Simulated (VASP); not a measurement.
# CdS (P6_3mc) in VASP: single point with PBEsol

Aim: the single point of CdS with PBEsol.

Program: VASP 6.6.1. These are calculated values, not measurements. Logs are shortened: lines on timing, memory, paths and dates and some standing lists are left out, and cuts for length are marked.

## 1. The cell of the first run

Symmetry: P6_3mc, No. 186, hexagonal system. The conventional cell has a = 4.166 Å, b = 4.166 Å, c = 6.644 Å, α = 90.00°, β = 90.00°, γ = 120.00°. Within 3.3 Å of Cd (site symmetry 3m) lie 4 S at 2.53 Å. S (site symmetry 3m) has 4 Cd at 2.53 Å within 3.3 Å.

## 2. Single point, PBEsol, non-collinear spin, zero start, spin-orbit coupling

INCAR reads:

```
SYSTEM = CdS
ALGO = Normal ; EDIFF = 1E-7
ENCUT = 520 ; GGA = PS
GGA_COMPAT = .False. ; ISIF = 2
ISMEAR = 0 ; LASPH = .True.
LCHARG = .True. ; LNONCOLLINEAR = .True.
LORBIT = 11 ; LORBMOM = .True.
LREAL = .False. ; LSORBIT = .True.
LVHAR = .True. ; LWAVE = .False.
MAGMOM = 0 0 0 0 0 0 0 0 0 0 0 0 ; NBANDS = 50
NELM = 150 ; PREC = Accurate
SIGMA = 0.01
```

KPOINTS reads:

```
k-points
0
Gamma
  6 6 4
  0 0 0
```

POSCAR reads:

```
CdS
1.0
    4.1662911592      0.0000000000      0.0000000000
   -2.0831455796      3.6081139834      0.0000000000
    0.0000000000      0.0000000000      6.6440435932
Cd S
2 2
Direct
    0.3333333333      0.6666666667     -0.0021078141
    0.6666666667      0.3333333333      0.4978921859
    0.3333333333      0.6666666667      0.3791078141
    0.6666666667      0.3333333333      0.8791078141
```

Potentials or basis: VASP PAW PBE potentials, release 64 (Cd, S).

On the command line:

```bash
$ cat potpaw_PBE.64/Cd/POTCAR potpaw_PBE.64/S/POTCAR > POTCAR
$ mpirun -np 1 vasp_ncl > vasp.out
```

OUTCAR:

```text
SYSTEM = CdS
   EDIFF = 1E-7
   ENCUT = 520
   GGA = PS
   ISIF = 2
   ISMEAR = 0
   LASPH = .True.
   LNONCOLLINEAR = .True.
   LORBIT = 11
   LREAL = .False.
   LSORBIT = .True.
   NELM = 150
   PREC = Accurate

 ion  position               nearest neighbor table
   1  0.333  0.667  0.998-   4 2.53   4 2.53   4 2.53   3 2.53
   2  0.667  0.333  0.498-   3 2.53   3 2.53   3 2.53   4 2.53
   3  0.333  0.667  0.379-   2 2.53   2 2.53   2 2.53   1 2.53
   4  0.667  0.333  0.879-   1 2.53   1 2.53   1 2.53   2 2.53

  LATTYP: Found a hexagonal cell.
 ALAT       =     4.1662911592
 C/A-ratio  =     1.5947141809

  Lattice vectors:

 A1 = (   4.1662911592,   0.0000000000,   0.0000000000)
 A2 = (  -2.0831455796,   3.6081139834,   0.0000000000)
 A3 = (   0.0000000000,   0.0000000000,   6.6440435932)

Analysis of symmetry for initial positions (statically):
=====================================================================
 Subroutine PRICEL returns:
 Original cell was already a primitive cell.

 Routine SETGRP: Setting up the symmetry group for a
 hexagonal supercell.

 Subroutine GETGRP returns: Found 12 space group operations
 (whereof  6 operations were pure point group operations)
 out of a pool of 24 trial point group operations.

The static configuration has the point symmetry C_3v.
 The point group associated with its full space group is C_6v.

Analysis of symmetry for dynamics (positions and initial velocities):
=====================================================================
 Subroutine PRICEL returns:
 Original cell was already a primitive cell.

 Routine SETGRP: Setting up the symmetry group for a
 hexagonal supercell.

 Subroutine GETGRP returns: Found 12 space group operations
 (whereof  6 operations were pure point group operations)
 out of a pool of 24 trial point group operations.

The dynamic configuration has the point symmetry C_3v.
 The point group associated with its full space group is C_6v.

Analysis of structural, dynamic, and magnetic symmetry:
=====================================================================
 Subroutine PRICEL returns:
 Original cell was already a primitive cell.

 Routine SETGRP: Setting up the symmetry group for a
 hexagonal supercell.

 Subroutine GETGRP returns: Found 12 space group operations
 (whereof  6 operations were pure point group operations)
 out of a pool of 24 trial point group operations.

The overall configuration has the point symmetry C_3v.
 The point group associated with its full space group is C_6v.

 Subroutine INISYM returns: Found 12 space group operations
 (whereof  6 operations are pure point group operations),
 and found     1 'primitive' translations

----------------------------------------------------------------------------------------

                                     Primitive cell

  volume of cell :      99.8763

  direct lattice vectors                    reciprocal lattice vectors
     4.166291159  0.000000000  0.000000000     0.240021631  0.138576553  0.000000000
    -2.083145580  3.608113983  0.000000000     0.000000000  0.277153107  0.000000000
     0.000000000  0.000000000  6.644043593     0.000000000  0.000000000  0.150510752

  length of vectors
     4.166291159  4.166291159  6.644043593     0.277153107  0.277153107  0.150510752

  position of ions in fractional coordinates (direct lattice)
     0.333333333  0.666666667  0.997892186
     0.666666667  0.333333333  0.497892186
     0.333333333  0.666666667  0.379107814
     0.666666667  0.333333333  0.879107814

  ion indices of the primitive-cell ions
   primitive index   ion index
                 1           1
                 2           2
                 3           3
                 4           4

----------------------------------------------------------------------------------------

 KPOINTS: k-points

[... 114 lines left out ...]
  ext. energy  EPLUGINS =         0.00000000
  ---------------------------------------------------
  free energy    TOTEN  =       -13.68606370 eV

  energy without entropy =      -13.68606370  energy(sigma->0) =      -13.68606370

 E-fermi :   1.2485     XC(G=0):  -9.3379

 val. band max:        1.1592314501   @ k =   0.0000   0.0000   0.0000
 cond. band min:       2.2362538216   @ k =   0.0000   0.0000   0.0000
 fundamental gap:      1.0770223715
 Fermi energy:         1.2485115956

 k-point     1 :       0.0000    0.0000    0.0000
  band No.  band energies     occupation
      1     -11.1925      1.00000
      2     -11.1925      1.00000
      3     -10.7424      1.00000
      4     -10.7424      1.00000
      5      -6.8130      1.00000
      6      -6.8130      1.00000
[... 1213 lines left out ...]
     47       8.4708      0.00000
     48       8.4708      0.00000

 [... further k-points ...]

 [bands above 48 left out]

------------------------ aborting loop because EDIFF is reached ----------------------------------------

  FORCE on cell =-STRESS in cart. coord.  units (eV):
  Direction    XX          YY          ZZ          XY          YZ          ZX
  --------------------------------------------------------------------------------------
  -------------------------------------------------------------------------------------
  Total       -0.3831994     -0.3831994      0.2147996      0.0000000     -0.0000000      0.0000000
  in kB       -6.1471394     -6.1471394      3.4457334      0.0000000     -0.0000000      0.0000000
  external PRESSURE =      -2.9495151 kB  Pullay stress =       0.0000000 kB

 VOLUME and BASIS-vectors are now :
 -----------------------------------------------------------------------------
  energy-cutoff  :      520.00
  volume of cell :       99.88
      direct lattice vectors                 reciprocal lattice vectors
     4.166291159  0.000000000  0.000000000     0.240021631  0.138576553  0.000000000
    -2.083145580  3.608113983  0.000000000     0.000000000  0.277153107  0.000000000
     0.000000000  0.000000000  6.644043593     0.000000000  0.000000000  0.150510752

 POSITION                                       TOTAL-FORCE (eV/Angst)
 -----------------------------------------------------------------------------------
     -0.00000      2.40541      6.63004        -0.000000      0.000000     -0.000236
      2.08315      1.20270      3.30802         0.000000     -0.000000     -0.000236
     -0.00000      2.40541      2.51881        -0.000000      0.000000      0.000236
      2.08315      1.20270      5.84083         0.000000     -0.000000      0.000236
 -----------------------------------------------------------------------------------
    total drift:                               -0.000000      0.000000      0.000790

  FREE ENERGIE OF THE ION-ELECTRON SYSTEM (eV)
  ---------------------------------------------------
  free  energy   TOTEN  =       -13.6860636965 eV

  energy  without entropy=      -13.6860636965  energy(sigma->0) =      -13.68606370

 orbital moment (x)

 # of ion     p       d       tot
 ----------------------------------------
  1        -0.000  -0.000  -0.000
  2         0.000   0.000   0.000
  3         0.000   0.000   0.000
  4        -0.000   0.000  -0.000
 ----------------------------------------
           -0.000  -0.000  -0.000

 orbital moment (y)

 # of ion     p       d       tot
 ----------------------------------------
  1         0.000   0.000   0.000
  2         0.000  -0.000  -0.000
  3        -0.000   0.000  -0.000
  4         0.000   0.000   0.000
 ----------------------------------------
            0.000  -0.000  -0.000

 orbital moment (z)

 # of ion     p       d       tot
 ----------------------------------------
  1         0.000   0.000   0.000
  2         0.000  -0.000  -0.000
  3         0.000   0.000   0.000
  4         0.000   0.000   0.000
 ----------------------------------------
            0.000  -0.000  -0.000

 Spin-Orbit-Coupling matrix elements

 Ion:    1  E_soc:     -0.0572665
 l=   1
     0.0000000    -0.0024900    -0.0025143
    -0.0024900     0.0000000    -0.0024900
    -0.0025143    -0.0024900     0.0000000
 l=   2
     0.0000000    -0.0014030     0.0000000    -0.0014030    -0.0056649
    -0.0014030     0.0000000    -0.0042354    -0.0013912    -0.0014030
     0.0000000    -0.0042354     0.0000000    -0.0042354     0.0000000
    -0.0014030    -0.0013912    -0.0042354     0.0000000    -0.0014030
    -0.0056649    -0.0014030     0.0000000    -0.0014030     0.0000000
 l=   3
     0.0000000     0.0000000     0.0000000     0.0000000     0.0000000     0.0000000     0.0000000
     0.0000000     0.0000000     0.0000000     0.0000000     0.0000000     0.0000000     0.0000000
     0.0000000     0.0000000     0.0000000     0.0000000     0.0000000     0.0000000     0.0000000
     0.0000000     0.0000000     0.0000000     0.0000000     0.0000000     0.0000000     0.0000000
[... 49 lines left out ...]
 l=   2
     0.0000000     0.0000000     0.0000000     0.0000000     0.0000000
     0.0000000     0.0000000     0.0000000     0.0000000     0.0000000
     0.0000000     0.0000000     0.0000000     0.0000000     0.0000000
     0.0000000     0.0000000     0.0000000     0.0000000     0.0000000
     0.0000000     0.0000000     0.0000000     0.0000000     0.0000000
 l=   3
     0.0000000     0.0000000     0.0000000     0.0000000     0.0000000     0.0000000     0.0000000
     0.0000000     0.0000000     0.0000000     0.0000000     0.0000000     0.0000000     0.0000000
     0.0000000     0.0000000     0.0000000     0.0000000     0.0000000     0.0000000     0.0000000
     0.0000000     0.0000000     0.0000000     0.0000000     0.0000000     0.0000000     0.0000000
     0.0000000     0.0000000     0.0000000     0.0000000     0.0000000     0.0000000     0.0000000
     0.0000000     0.0000000     0.0000000     0.0000000     0.0000000     0.0000000     0.0000000
     0.0000000     0.0000000     0.0000000     0.0000000     0.0000000     0.0000000     0.0000000

 total charge

# of ion       s       p       d       tot
------------------------------------------
    1        0.428   0.327   9.561  10.316
    2        0.428   0.327   9.561  10.316
    3        1.318   2.373   0.000   3.691
    4        1.318   2.373   0.000   3.691
--------------------------------------------------
tot          3.492   5.401  19.121  28.013

 magnetization (x)

# of ion       s       p       d       tot
------------------------------------------
    1       -0.000   0.000  -0.000  -0.000
    2        0.000   0.000   0.000   0.000
    3        0.000  -0.000   0.000  -0.000
    4        0.000   0.000   0.000   0.000
--------------------------------------------------
tot          0.000   0.000   0.000   0.000

 magnetization (y)

# of ion       s       p       d       tot
------------------------------------------
    1        0.000   0.000   0.000   0.000
    2        0.000   0.000   0.000   0.000
    3       -0.000   0.000   0.000  -0.000
    4        0.000   0.000   0.000   0.000
--------------------------------------------------
tot          0.000   0.000   0.000   0.000

 magnetization (z)

# of ion       s       p       d       tot
------------------------------------------
    1       -0.000   0.000  -0.000   0.000
    2        0.000  -0.000   0.000   0.000
    3       -0.000   0.000   0.000  -0.000
    4       -0.000   0.000   0.000  -0.000
--------------------------------------------------
tot         -0.000   0.000   0.000  -0.000
```

Wall time 4.1 min (1 thread of Intel Xeon Platinum 8488C (Sapphire Rapids), shared host); peak memory 0.52 GiB.

Results:

* Free energy: -13.6861 eV
* Pressure: -0.3 GPa
* Net moment: 0.00 μB per cell
* Valence electrons inside the program's atomic spheres: Cd 10.32; S 3.69

Moments on the atoms (μB; x, y, z):
```
Cd  0.00 0.00 0.00
Cd  0.00 0.00 0.00
S   0.00 0.00 0.00
S   0.00 0.00 0.00
```

Caveat: the PAW data sets were made with another functional, which shifts forces and pressure a little.
